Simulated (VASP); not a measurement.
# CaO (P6_3/mmc) in VASP: further runs

Runs on CaO. Level: PBE. Tasks: single point.

Program: VASP 6.6.1. These are calculated values, not measurements. Logs are shortened: lines on timing, memory, paths and dates and some standing lists are left out, and cuts for length are marked.

### 1 The cell of the first run

It takes space group P6_3/mmc (No. 194, hexagonal). The conventional cell has a = 4.003 Å, b = 4.003 Å, c = 4.810 Å, α = 90.00°, β = 90.00°, γ = 120.00°. Ca (site symmetry -6m2) has 5 O at 2.31 to 2.41 Å within 3.1 Å. O (site symmetry -6m2) has 5 Ca at 2.31 to 2.41 Å within 3.1 Å.

### 2 Single point, PBE

Contents of INCAR:

```
SYSTEM = CaO
PREC = Accurate ; ENCUT = 520
EDIFF = 1E-7 ; ISMEAR = 0
SIGMA = 0.01 ; LREAL = .False.
LASPH = .True. ; NELM = 60
ALGO = Normal ; ISIF = 2
LWAVE = .False. ; LCHARG = .False.
GGA = PE ; NBANDS = 24
```

Contents of KPOINTS:

```
regular mesh
0
Gamma
  6 6 4
  0 0 0
```

Contents of POSCAR:

```
CaO
1.0
    4.0031435928      0.0000000000      0.0000000000
   -2.0015717964      3.4668240464      0.0000000000
    0.0000000000      0.0000000000      4.8101069543
Ca O
2 2
Direct
    0.3333333333      0.6666666667     -0.0624994791
    0.6666666667      0.3333333333      0.4375005209
    0.3333333333      0.6666666667      0.4374994791
    0.6666666667      0.3333333333      0.9374994791
```

Potentials or basis: VASP PAW PBE potentials, release 64 (Ca_sv, O).

On the command line:

```bash
$ cat potpaw_PBE.64/Ca_sv/POTCAR potpaw_PBE.64/O/POTCAR > POTCAR
$ mpirun -np 1 vasp_std > vasp.out
```

OUTCAR:

```text
SYSTEM = CaO
   PREC = Accurate
   ENCUT = 520
   EDIFF = 1E-7
   ISMEAR = 0
   LREAL = .False.
   LASPH = .True.
   NELM = 60
   ISIF = 2
   GGA = PE

 ion  position               nearest neighbor table
   1  0.333  0.667  0.938-   4 2.31   4 2.31   4 2.31   3 2.41   3 2.41
   2  0.667  0.333  0.438-   3 2.31   3 2.31   3 2.31   4 2.41   4 2.41
   3  0.333  0.667  0.437-   2 2.31   2 2.31   2 2.31   1 2.41   1 2.41
   4  0.667  0.333  0.937-   1 2.31   1 2.31   1 2.31   2 2.41   2 2.41

  LATTYP: Found a hexagonal cell.
 ALAT       =     4.0031435928
 C/A-ratio  =     1.2015824171

  Lattice vectors:

 A1 = (   4.0031435928,   0.0000000000,   0.0000000000)
 A2 = (  -2.0015717964,   3.4668240464,   0.0000000000)
 A3 = (   0.0000000000,   0.0000000000,   4.8101069543)

Analysis of symmetry for initial positions (statically):
=====================================================================
 Subroutine PRICEL returns:
 Original cell was already a primitive cell.

 Routine SETGRP: Setting up the symmetry group for a
 hexagonal supercell.

 Subroutine GETGRP returns: Found 24 space group operations
 (whereof  6 operations were pure point group operations)
 out of a pool of 24 trial point group operations.

The static configuration has the point symmetry C_3v.
 The point group associated with its full space group is D_6h.

Analysis of symmetry for dynamics (positions and initial velocities):
=====================================================================
 Subroutine PRICEL returns:
 Original cell was already a primitive cell.

 Routine SETGRP: Setting up the symmetry group for a
 hexagonal supercell.

 Subroutine GETGRP returns: Found 24 space group operations
 (whereof  6 operations were pure point group operations)
 out of a pool of 24 trial point group operations.

The dynamic configuration has the point symmetry C_3v.
 The point group associated with its full space group is D_6h.

 Subroutine INISYM returns: Found 24 space group operations
 (whereof  6 operations are pure point group operations),
 and found     1 'primitive' translations

----------------------------------------------------------------------------------------

                                     Primitive cell

  volume of cell :      66.7556

  direct lattice vectors                    reciprocal lattice vectors
     4.003143593  0.000000000  0.000000000     0.249803680  0.144224222  0.000000000
    -2.001571796  3.466824046  0.000000000     0.000000000  0.288448443  0.000000000
[... 86 lines left out ...]
   LREAL  =      F    real-space projection
   EDIFFG = 0.1E-05   stopping-criterion for IOM
   NSW    =      0    number of steps for IOM
   IBRION =     -1    ionic relax: 0-MD 1-quasi-New 2-CG
   NFREE  =      0    steps in history (QN), initial steepest desc. (CG)
   ISIF   =      2    stress and relaxation
   ISYM   =      2    0-nonsym 1-usesym 2-fastsym
   POTIM  = 0.5000    time-step for ionic-motion
   TEBEG  =    0.0;   TEEND  =   0.0 temperature during run
   PSTRESS=    0.0 pullay stress
   NELECT =      32.0000    total number of electrons
   NUPDOWN=      -1.0000    fix difference up-down
   EMIN   =  10.00;   EMAX   =-10.00  energy-range for DOS
   EFERMI =   0.00;   METHOD = LEGACY
   ISMEAR =     0;   SIGMA  =   0.01  broadening in eV -4-tet -1-fermi 0-gaus
   EFERMI_NEDOS =   21; number of points for ismear=-14 and -15
   IALGO  =     38    algorithm
   IMIX   =      4    mixing-type and parameters
     AMIX     =   0.40;   BMIX     =  1.00
     AMIX_MAG =   1.60;   BMIX_MAG =  1.00
  volume/ion in A,a.u.               =      16.69       112.62
  Fermi-wavevector in a.u.,A,eV,Ry     =   1.281235  2.421184 22.334836  1.641564
  Thomas-Fermi vector in A             =   2.413617
   LORBIT       =      0    0 simple, 1 ext, 2 COOP (PROOUT), +10 PAW based schemes
   GGA     = PE    functional components
   LHFCALC =     F    Hartree Fock is set to
   AEXX    =    0.0000 exact exchange contribution
   IVDW    =     0    specifies the selected vdW correction
   LEPSILON=     F    determine dielectric tensor
   LRPA    =     F    only Hartree local field effects (RPA)
 non-spin polarized calculation
 Gauss-broadening in eV      SIGMA  =   0.01
  energy-cutoff  :      520.00
  volume of cell :       66.76
 maximum number of plane-waves:      1823
 NGX is ok and might be reduce to    30
   NGX = 15   NGY = 15   NGZ = 17

 number of electron      32.0000014 magnetization

 Free energy of the ion-electron system (eV)
  ---------------------------------------------------
  ext. energy  EPLUGINS =         0.00000000
  ---------------------------------------------------
  free energy    TOTEN  =       -25.35026859 eV

  energy without entropy =      -25.35026859  energy(sigma->0) =      -25.35026859

 E-fermi :   1.3971     XC(G=0):  -9.3473

 val. band max:        1.2902346426   @ k =   0.0000   0.0000   0.0000
 cond. band min:       4.4198862621   @ k =   0.0000   0.0000   0.0000
 fundamental gap:      3.1296516195
 Fermi energy:         1.3970962482

 k-point     1 :       0.0000    0.0000    0.0000
  band No.  band energies     occupation
      1     -36.4077      2.00000
      2     -36.2839      2.00000
      3     -17.7322      2.00000
      4     -17.4997      2.00000
      5     -17.4997      2.00000
      6     -17.3123      2.00000
[... 556 lines left out ...]
     23       9.7580      0.00000
     24       9.7580      0.00000

------------------------ aborting loop because EDIFF is reached ----------------------------------------

  FORCE on cell =-STRESS in cart. coord.  units (eV):
  Direction    XX          YY          ZZ          XY          YZ          ZX
  --------------------------------------------------------------------------------------
  -------------------------------------------------------------------------------------
  Total        0.2137671      0.2137671      0.1873583      0.0000000      0.0000000      0.0000000
  in kB        5.1305486      5.1305486      4.4967207      0.0000000      0.0000000      0.0000000
  external PRESSURE =       4.9192726 kB  Pullay stress =       0.0000000 kB

 VOLUME and BASIS-vectors are now :
 -----------------------------------------------------------------------------
  energy-cutoff  :      520.00
  volume of cell :       66.76
      direct lattice vectors                 reciprocal lattice vectors
     4.003143593  0.000000000  0.000000000     0.249803680  0.144224222  0.000000000
    -2.001571796  3.466824046  0.000000000     0.000000000  0.288448443  0.000000000
     0.000000000  0.000000000  4.810106954     0.000000000  0.000000000  0.207895585

 POSITION                                       TOTAL-FORCE (eV/Angst)
 -----------------------------------------------------------------------------------
     -0.00000      2.31122      4.50948         0.000000      0.000000     -0.000000
      2.00157      1.15561      2.10442        -0.000000      0.000000     -0.000000
     -0.00000      2.31122      2.10442        -0.000000      0.000000      0.000000
      2.00157      1.15561      4.50947         0.000000     -0.000000      0.000000
 -----------------------------------------------------------------------------------
    total drift:                               -0.000000      0.000000      0.011779

  FREE ENERGIE OF THE ION-ELECTRON SYSTEM (eV)
  ---------------------------------------------------
  free  energy   TOTEN  =       -25.3502685873 eV

  energy  without entropy=      -25.3502685873  energy(sigma->0) =      -25.35026859
```

OSZICAR:

```text
N       E                     dE             d eps       ncg     rms          rms(c)
DAV:   1     0.328613370388E+03    0.32861E+03   -0.16437E+04  1008   0.133E+03
DAV:   2    -0.305272424330E+01   -0.33167E+03   -0.31174E+03  1160   0.391E+02
DAV:   3    -0.292518199643E+02   -0.26199E+02   -0.26020E+02  1672   0.105E+02
DAV:   4    -0.301032904823E+02   -0.85147E+00   -0.85030E+00  1408   0.169E+01
DAV:   5    -0.301256750131E+02   -0.22385E-01   -0.22384E-01  1480   0.204E+00    0.131E+01
DAV:   6    -0.254792925051E+02    0.46464E+01   -0.22177E+01  1448   0.299E+01    0.547E+00
DAV:   7    -0.253982275863E+02    0.81065E-01   -0.25390E+00  1336   0.104E+01    0.282E+00
DAV:   8    -0.253574502288E+02    0.40777E-01   -0.35888E-01  1456   0.460E+00    0.935E-01
DAV:   9    -0.253463771606E+02    0.11073E-01   -0.10075E-01  1280   0.188E+00    0.231E-01
DAV:  10    -0.253505408368E+02   -0.41637E-02   -0.10653E-02  1144   0.687E-01    0.152E-01
DAV:  11    -0.253504318405E+02    0.10900E-03   -0.65218E-03  1272   0.431E-01    0.105E-01
DAV:  12    -0.253502659497E+02    0.16589E-03   -0.10388E-03  1240   0.231E-01    0.135E-02
DAV:  13    -0.253502682227E+02   -0.22730E-05   -0.47050E-05  1392   0.482E-02    0.624E-03
DAV:  14    -0.253502688511E+02   -0.62842E-06   -0.41711E-06  1336   0.121E-02    0.213E-03
DAV:  15    -0.253502685847E+02    0.26645E-06   -0.61552E-07  1248   0.467E-03    0.953E-04
DAV:  16    -0.253502685873E+02   -0.26339E-08   -0.47971E-08   816   0.158E-03
   1 F= -.25350269E+02 E0= -.25350269E+02  d E =-.998221E-54
```

Wall time 18 s (1 thread of Intel Xeon 6975P-C (Granite Rapids), shared host); peak memory 0.18 GiB.

What came out:

```yaml
Free_energy: -25.3503 eV
Pressure: 0.5 GPa
Band_gap_on_the_k_mesh: 3.13 eV
```

Levels at points of the mesh, in eV from the valence-band top:
| k point | band 13 | band 14 | band 15 | band 16 | band 17 | band 18 | band 19 | band 20 |
| --- | --- | --- | --- | --- | --- | --- | --- | --- |
| (0.00, 0.00, 0.00) | -1.13 | -1.13 | -1.10 | 0.00 | 3.13 | 6.11 | 6.11 | 7.63 |
| (0.50, 0.00, 0.00) | -0.85 | -0.84 | -0.60 | -0.38 | 4.67 | 5.23 | 5.24 | 7.55 |
| (0.00, 0.00, 0.50) | -1.27 | -1.27 | -1.27 | -1.27 | 4.93 | 4.93 | 7.71 | 7.71 |
| (0.50, 0.00, 0.50) | -1.03 | -1.03 | -0.75 | -0.75 | 5.33 | 5.33 | 7.27 | 7.27 |

Caveat: the structure was generated, so it needn't be the stable form of CaO.

### 3 Single point, PBE (17.19 Å³/atom)

This run uses another cell than the first one, of 17.19 Å³/atom.

Contents of INCAR:

```
SYSTEM = CaO
PREC = Accurate
ENCUT = 520
EDIFF = 1E-6
ISMEAR = 0
SIGMA = 0.01
LREAL = .False.
LASPH = .True.
NELM = 80
ALGO = Normal
ISIF = 2
LWAVE = .False.
LCHARG = .False.
GGA = PE
NBANDS = 24
```

Contents of KPOINTS:

```
Automatic mesh
0
Gamma
  6 6 4
  0 0 0
```

Contents of POSCAR:

```
CaO
1.0
    4.0427812557      0.0000000000      0.0000000000
   -2.0213906279      3.5011512694      0.0000000000
    0.0000000000      0.0000000000      4.8577348731
Ca O
2 2
Direct
    0.3333333333      0.6666666667     -0.0624994791
    0.6666666667      0.3333333333      0.4375005209
    0.3333333333      0.6666666667      0.4374994791
    0.6666666667      0.3333333333      0.9374994791
```

Potentials or basis: VASP PAW PBE potentials, release 64 (Ca_sv, O).

On the command line:

```bash
$ cat potpaw_PBE.64/Ca_sv/POTCAR potpaw_PBE.64/O/POTCAR > POTCAR
$ mpirun -np 1 vasp_std > vasp.out
```

It took 16 s on 1 thread of Intel Xeon 6975P-C (Granite Rapids), shared host; peak memory 0.19 GiB.

The run converged. Its results:

```
Free energy            : -25.3425 eV
Pressure               : -2.0 GPa
Band gap on the k mesh : 3.03 eV
```

Stress tensor (GPa, compression positive):
```
-1.87  0.00  0.00
 0.00 -1.87  0.00
 0.00  0.00 -2.18
```

Levels at points of the mesh, in eV from the valence-band top:
```
           k point  band 12  band 13  band 14  band 15  band 16  band 17  band 18  band 19  band 20  band 21
(0.00, 0.00, 0.00)    -1.15    -1.11    -1.07    -1.07     0.00     3.03     6.04     6.04     7.47     7.49
(0.50, 0.00, 0.00)    -1.02    -0.84    -0.84    -0.58    -0.37     4.61     5.19     5.19     7.37     7.54
(0.00, 0.00, 0.50)    -1.51    -1.22    -1.22    -1.22    -1.22     4.82     4.82     7.57     7.57     7.57
(0.50, 0.00, 0.50)    -1.99    -0.99    -0.99    -0.73    -0.73     5.26     5.26     7.14     7.14     7.74
```

Caveat: the structure was generated, so it needn't be the stable form of CaO.
